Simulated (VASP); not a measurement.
Wanted: the native input for a VASP 6.6.1 run.

```
Task                   : single point
Functional             : LDA
Potentials or basis    : VASP PAW LDA potentials, release 64 (Ta_pv, N)
Cutoff                 : 600 eV
k mesh                 : 13 × 13 × 8
Occupations            : fermi-dirac, width 0.05 eV
Spin                   : no spin polarisation
Dipole correction      : no
Further INCAR settings : ALGO = Normal; EDIFF = 1e-06; NBANDS = 20
```

The structure of Ta2N lies in POSCAR:

```
Ta2N
1.0
    3.0637340465      0.0000000000      0.0000000000
   -1.5318670233      2.6532715147      0.0000000000
    0.0000000000      0.0000000000      4.7827329497
Ta N
2 1
Direct
    0.6666666667      0.3333333333      0.7470202745
    0.3333333333      0.6666666667      0.2529797255
    0.0000000000      0.0000000000      0.0000000000
```

The input as run:

INCAR

```
  PREC = Accurate
  ENCUT = 600
  EDIFF = 1E-6
  ISMEAR = -1
  SIGMA = 0.05
  LREAL = False
  LASPH = True
  NELM = 120
  ALGO = Normal
  ISIF = 2
  LWAVE = False
  LCHARG = False
  GGA = CA
  NBANDS = 20
  GGA_COMPAT = False
```

KPOINTS

```
Automatic mesh
0
Gamma
  13 13 8
```

Potentials or basis: VASP PAW LDA potentials, release 64 (Ta_pv, N).

The run is started by

```console
$ cat potpaw_LDA.64/Ta_pv/POTCAR potpaw_LDA.64/N/POTCAR > POTCAR
$ mpirun -np 1 vasp_std > vasp.out
```

It gave:

```
Pressure      : 1.6 GPa
Largest force : 0.055 eV/Å
```

It took 68 s on 1 thread of Intel(R) Xeon(R) Platinum 8488C (Sapphire Rapids) (shared host), peak memory 0.24 GiB.
